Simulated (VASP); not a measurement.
# BN (R3m) in VASP: single point with PBEsol

Aim: the single point of BN with PBEsol.

All numbers are computed with VASP 6.6.1; they aren't measurements. Logs are shortened: lines on timing, memory, paths and dates and some standing lists are left out, and cuts for length are marked.

## (1) The cell of the first run

It takes space group R3m (No. 160, trigonal). Conventional cell: a = 2.502 Å, b = 2.502 Å, c = 10.119 Å, α = 90.00°, β = 90.00°, γ = 120.00°. Within 1.9 Å of B (site symmetry 3m) lie 3 N at 1.44 Å. N (site symmetry 3m) has 3 B at 1.44 Å within 1.9 Å.

## (2) Single point, PBEsol

INCAR reads:

```
SYSTEM = BN
PREC = Accurate
ENCUT = 520
EDIFF = 1E-7
ISMEAR = 0
SIGMA = 0.01
LREAL = .False.
LASPH = .True.
NELM = 100
ALGO = Normal
ISIF = 2
LWAVE = .False.
LCHARG = .False.
GGA = PS
NBANDS = 11
```

KPOINTS reads:

```
Automatic mesh
0
Gamma
  6 6 6
  0 0 0
```

POSCAR reads:

```
BN
1.0
    3.6693000000      0.0000000000      0.0000000000
    2.8161093866      2.3522947121      0.0000000000
    2.8161093866      1.0214188225      2.1189605946
B N
1 1
Direct
    0.9996710000      0.9996710000      0.9996710000
    0.3327620000      0.3327620000      0.3327620000
```

Potentials or basis: VASP PAW PBE potentials, release 64 (B, N).

Run with:

```
$ cat potpaw_PBE.64/B/POTCAR potpaw_PBE.64/N/POTCAR > POTCAR
$ mpirun -np 1 vasp_std > vasp.out
```

OUTCAR:

```text
SYSTEM = BN
   PREC = Accurate
   ENCUT = 520
   EDIFF = 1E-7
   ISMEAR = 0
   LREAL = .False.
   LASPH = .True.
   NELM = 100
   ISIF = 2
   GGA = PS

 ion  position               nearest neighbor table
   1  1.000  1.000  1.000-   2 1.44   2 1.44   2 1.44
   2  0.333  0.333  0.333-   1 1.44   1 1.44   1 1.44

  LATTYP: Found a trigonal (rhomboedric) cell.
 ALAT       =     3.6693000000
 COS(alpha) =     0.7674786435

  Lattice vectors:

 A1 = (   3.6693000000,   0.0000000000,   0.0000000000)
 A2 = (   2.8161093866,   2.3522947121,   0.0000000000)
 A3 = (   2.8161093866,   1.0214188225,   2.1189605946)

Analysis of symmetry for initial positions (statically):
=====================================================================
 Subroutine PRICEL returns:
 Original cell was already a primitive cell.

 Routine SETGRP: Setting up the symmetry group for a
 trigonal (rhombohedral) supercell.

 Subroutine GETGRP returns: Found  6 space group operations
 (whereof  6 operations were pure point group operations)
 out of a pool of 12 trial point group operations.

The static configuration has the point symmetry C_3v.

Analysis of symmetry for dynamics (positions and initial velocities):
=====================================================================
 Subroutine PRICEL returns:
 Original cell was already a primitive cell.

 Routine SETGRP: Setting up the symmetry group for a
 trigonal (rhombohedral) supercell.

 Subroutine GETGRP returns: Found  6 space group operations
 (whereof  6 operations were pure point group operations)
 out of a pool of 12 trial point group operations.

The dynamic configuration has the point symmetry C_3v.

 Subroutine INISYM returns: Found  6 space group operations
 (whereof  6 operations are pure point group operations),
 and found     1 'primitive' translations

----------------------------------------------------------------------------------------

                                     Primitive cell

  volume of cell :      18.2893

  direct lattice vectors                    reciprocal lattice vectors
     3.669300000  0.000000000  0.000000000     0.272531546 -0.326268065 -0.204922311
     2.816109387  2.352294712  0.000000000     0.000000000  0.425116800 -0.204922311
     2.816109387  1.021418823  2.118960595     0.000000000  0.000000000  0.471929493

  length of vectors
     3.669300000  3.669300000  3.669300000     0.471929493  0.471929493  0.471929493

  position of ions in fractional coordinates (direct lattice)
     0.999671000  0.999671000  0.999671000
     0.332762000  0.332762000  0.332762000

  ion indices of the primitive-cell ions
   primitive index   ion index
                 1           1
                 2           2

----------------------------------------------------------------------------------------

 KPOINTS: Automatic mesh

Automatic generation of k-mesh.
 Grid dimensions read from file:
 generate k-points for:    6    6    6

 Generating k-lattice:

  Cartesian coordinates                     Fractional coordinates (reciprocal lattice)
     0.045421924 -0.054378011 -0.034153718     0.166666667 -0.000000000 -0.000000000
     0.000000000  0.070852800 -0.034153718     0.000000000  0.166666667  0.000000000
     0.000000000  0.000000000  0.078654916     0.000000000  0.000000000  0.166666667

  Length of vectors
     0.078654916  0.078654916  0.078654916

  Shift w.r.t. Gamma in fractional coordinates (k-lattice)
     0.000000000  0.000000000  0.000000000

 Subroutine IBZKPT returns following result:
 ===========================================

 Found     32 irreducible k-points:

 Following reciprocal coordinates:
            Coordinates               Weight
  0.000000  0.000000  0.000000      1.000000
  0.166667 -0.000000 -0.000000      6.000000
  0.333333  0.000000 -0.000000      6.000000
  0.500000  0.000000 -0.000000      3.000000
  0.166667  0.166667 -0.000000      6.000000
  0.333333  0.166667 -0.000000     12.000000
[... 16 lines left out ...]
  0.500000  0.500000  0.166667      6.000000
 -0.333333  0.500000  0.166667     12.000000
 [... further k-points ...]
   k-points           NKPTS =     32   k-points in BZ     NKDIM =     32   number of bands    NBANDS=     11
   number of dos      NEDOS =    301   number of ions     NIONS =      2
   total plane-waves  NPLWV =  21952
   dimension x,y,z NGX =    28 NGY =   28 NGZ =   28
   dimension x,y,z NGXF=    56 NGYF=   56 NGZF=   56
   ions per type =               1   1
   NGX,Y,Z   is equivalent  to a cutoff of  12.69, 12.69, 12.69 a.u.
   NGXF,Y,Z  is equivalent  to a cutoff of  25.37, 25.37, 25.37 a.u.
 SYSTEM =  BN
   PREC   = accura    normal or accurate (medium, high low for compatibility)
   ISTART =      0    job   : 0-new  1-cont  2-samecut
   ICHARG =      2    charge: 1-file 2-atom 10-const
   ISPIN  =      1    spin polarized calculation?
   LNONCOLLINEAR =      F non collinear calculations
   LSORBIT =      F    spin-orbit coupling
   LASPH  =      T    aspherical Exc in radial PAW
   ENCUT  =  520.0 eV  38.22 Ry    6.18 a.u.   6.82  6.82  6.82*2*pi/ulx,y,z
   NELM   =    100;   NELMIN=  2; NELMDL= -5     # of ELM steps
   EDIFF  = 0.1E-06   stopping-criterion for ELM
   LREAL  =      F    real-space projection
   EDIFFG = 0.1E-05   stopping-criterion for IOM
   NSW    =      0    number of steps for IOM
   IBRION =     -1    ionic relax: 0-MD 1-quasi-New 2-CG
   NFREE  =      0    steps in history (QN), initial steepest desc. (CG)
   ISIF   =      2    stress and relaxation
   ISYM   =      2    0-nonsym 1-usesym 2-fastsym
   POTIM  = 0.5000    time-step for ionic-motion
   TEBEG  =    0.0;   TEEND  =   0.0 temperature during run
   PSTRESS=    0.0 pullay stress
   NELECT =       8.0000    total number of electrons
   NUPDOWN=      -1.0000    fix difference up-down
   EMIN   =  10.00;   EMAX   =-10.00  energy-range for DOS
   EFERMI =   0.00;   METHOD = LEGACY
   ISMEAR =     0;   SIGMA  =   0.01  broadening in eV -4-tet -1-fermi 0-gaus
   EFERMI_NEDOS =   21; number of points for ismear=-14 and -15
   IALGO  =     38    algorithm
   IMIX   =      4    mixing-type and parameters
     AMIX     =   0.40;   BMIX     =  1.00
     AMIX_MAG =   1.60;   BMIX_MAG =  1.00
  volume/ion in A,a.u.               =       9.14        61.71
  Fermi-wavevector in a.u.,A,eV,Ry     =   1.242717  2.348394 21.012094  1.544345
  Thomas-Fermi vector in A             =   2.377059
   LORBIT       =      0    0 simple, 1 ext, 2 COOP (PROOUT), +10 PAW based schemes
   GGA     = PS    functional components
   LHFCALC =     F    Hartree Fock is set to
   AEXX    =    0.0000 exact exchange contribution
   IVDW    =     0    specifies the selected vdW correction
   LEPSILON=     F    determine dielectric tensor
   LRPA    =     F    only Hartree local field effects (RPA)
 non-spin polarized calculation
 Gauss-broadening in eV      SIGMA  =   0.01
  energy-cutoff  :      520.00
  volume of cell :       18.29
 maximum number of plane-waves:       517
   NGX = 13   NGY = 13   NGZ = 13

 number of electron       8.0000000 magnetization

 Free energy of the ion-electron system (eV)
  ---------------------------------------------------
  ext. energy  EPLUGINS =         0.00000000
  ---------------------------------------------------
  free energy    TOTEN  =       -18.28416305 eV

  energy without entropy =      -18.28416305  energy(sigma->0) =      -18.28416305

 E-fermi :   2.1194     XC(G=0): -10.2084

 val. band max:        2.0485814243   @ k =  -0.3333   0.3333  -0.0000
 cond. band min:       6.2265155046   @ k =   0.5000   0.5000  -0.0000
 fundamental gap:      4.1779340803
 Fermi energy:         2.1194315528

 k-point     1 :       0.0000    0.0000    0.0000
  band No.  band energies     occupation
      1     -15.6880      2.00000
      2      -2.1554      2.00000
      3       0.7882      2.00000
      4       0.7882      2.00000
      5       7.0182      0.00000
      6      13.6900      0.00000
      7      13.6900      0.00000
      8      15.1653      0.00000
      9      16.7697      0.00000
     10      27.7330      0.00000
     11      29.7584      0.00000

 k-point     2 :       0.1667   -0.0000   -0.0000
  band No.  band energies     occupation
      1     -15.1415      2.00000
      2      -1.5733      2.00000
      3      -1.2007      2.00000
      4      -0.1014      2.00000
      5       8.0449      0.00000
      6      13.3546      0.00000
      7      13.5339      0.00000
      8      15.9025      0.00000
      9      18.2568      0.00000
     10      25.0513      0.00000
     11      27.4257      0.00000

 k-point     3 :       0.3333    0.0000   -0.0000
  band No.  band energies     occupation
      1     -13.6697      2.00000
      2      -4.8255      2.00000
      3      -1.4583      2.00000
      4       0.0674      2.00000
      5       9.3012      0.00000
      6      10.8776      0.00000
      7      13.4633      0.00000
      8      19.2935      0.00000
      9      20.7560      0.00000
     10      22.0761      0.00000
     11      24.6430      0.00000

 k-point     4 :       0.5000    0.0000   -0.0000
  band No.  band energies     occupation
      1     -12.4672      2.00000
      2      -6.8929      2.00000
      3      -2.0114      2.00000
      4       1.4460      2.00000
      5       7.2622      0.00000
      6      11.9062      0.00000
      7      14.9161      0.00000
      8      16.8991      0.00000
      9      21.8188      0.00000
     10      23.6944      0.00000
     11      24.0282      0.00000
[... 239 lines left out ...]
 k-point    22 :      -0.1667    0.3333    0.1667
  band No.  band energies     occupation
      1     -12.5676      2.00000
      2      -5.9739      2.00000
      3      -3.2251      2.00000
      4       1.3251      2.00000
      5       7.3744      0.00000
      6      12.6314      0.00000
      7      15.0672      0.00000
      8      17.2427      0.00000
      9      20.1334      0.00000
     10      23.8707      0.00000
     11      25.0666      0.00000

 k-point    23 :       0.5000    0.5000    0.1667
  band No.  band energies     occupation
      1     -13.5209      2.00000
      2      -4.7584      2.00000
      3      -1.5081      2.00000
      4      -1.1547      2.00000
      5       8.8687      0.00000
      6      12.2392      0.00000
      7      15.7000      0.00000
      8      19.4523      0.00000
      9      20.6360      0.00000
     10      22.2140      0.00000
     11      27.4707      0.00000

 k-point    24 :      -0.3333    0.5000    0.1667
  band No.  band energies     occupation
      1     -12.4706      2.00000
      2      -5.9685      2.00000
      3      -3.2531      2.00000
      4       0.4731      2.00000
      5       7.3675      0.00000
      6      14.0216      0.00000
      7      15.7604      0.00000
      8      18.1379      0.00000
      9      21.3891      0.00000
     10      22.8757      0.00000
     11      24.6968      0.00000

 [... further k-points ...]
[... 5 lines left out ...]
  --------------------------------------------------------------------------------------
  -------------------------------------------------------------------------------------
  Total        0.0572372      0.1402699      0.1478862     -0.0346786     -0.0079001     -0.0217809
  in kB        5.0140796     12.2878895     12.9550866     -3.0379048     -0.6920591     -1.9080460
  external PRESSURE =      10.0856852 kB  Pullay stress =       0.0000000 kB

 VOLUME and BASIS-vectors are now :
 -----------------------------------------------------------------------------
  energy-cutoff  :      520.00
  volume of cell :       18.29
      direct lattice vectors                 reciprocal lattice vectors
     3.669300000  0.000000000  0.000000000     0.272531546 -0.326268065 -0.204922311
     2.816109387  2.352294712  0.000000000     0.000000000  0.425116800 -0.204922311
     2.816109387  1.021418823  2.118960595     0.000000000  0.000000000  0.471929493

 POSITION                                       TOTAL-FORCE (eV/Angst)
 -----------------------------------------------------------------------------------
      9.29846      3.37260      2.11826        -0.002375     -0.000862     -0.000541
      3.09519      1.12264      0.70511         0.002375      0.000862      0.000541
 -----------------------------------------------------------------------------------
    total drift:                               -0.000060     -0.000022     -0.000014

  FREE ENERGIE OF THE ION-ELECTRON SYSTEM (eV)
  ---------------------------------------------------
  free  energy   TOTEN  =       -18.2841630504 eV

  energy  without entropy=      -18.2841630504  energy(sigma->0) =      -18.28416305
```

It took 18 s on 1 thread of AMD EPYC 7R13 (Zen 3), shared host; peak memory 0.11 GiB.

What came out:

| Quantity | Value |
| --- | --- |
| Free energy | -18.2842 eV |
| Pressure | 1.0 GPa |
| Band gap on the k mesh | 4.18 eV, indirect (least direct gap 4.63 eV) |

Forces in eV/Å, atoms in the order of the input:
```
B   -0.002 -0.001 -0.001
N    0.002  0.001  0.001
```

Levels at points of the mesh, in eV from the valence-band top:
| k point | band 1 | band 2 | band 3 | band 4 | band 5 | band 6 | band 7 | band 8 | band 9 |
| --- | --- | --- | --- | --- | --- | --- | --- | --- | --- |
| (0.00, 0.00, 0.00) | -17.74 | -4.20 | -1.26 | -1.26 | 4.97 | 11.64 | 11.64 | 13.12 | 14.72 |
| (0.50, 0.00, 0.00) | -14.52 | -8.94 | -4.06 | -0.60 | 5.21 | 9.86 | 12.87 | 14.85 | 19.77 |
| (0.50, 0.50, 0.00) | -14.45 | -8.82 | -4.12 | -1.19 | 4.18 | 9.85 | 14.06 | 17.39 | 20.19 |
| (0.50, 0.50, 0.50) | -17.47 | -6.21 | -1.28 | -1.28 | 9.98 | 11.57 | 11.57 | 12.23 | 16.25 |

Caveat: the k points lie up to 0.49 Å⁻¹ apart; the PAW data sets were made with another functional, which shifts forces and pressure a little. PBEsol gaps usually lie below the measured ones, often by a third to a half.
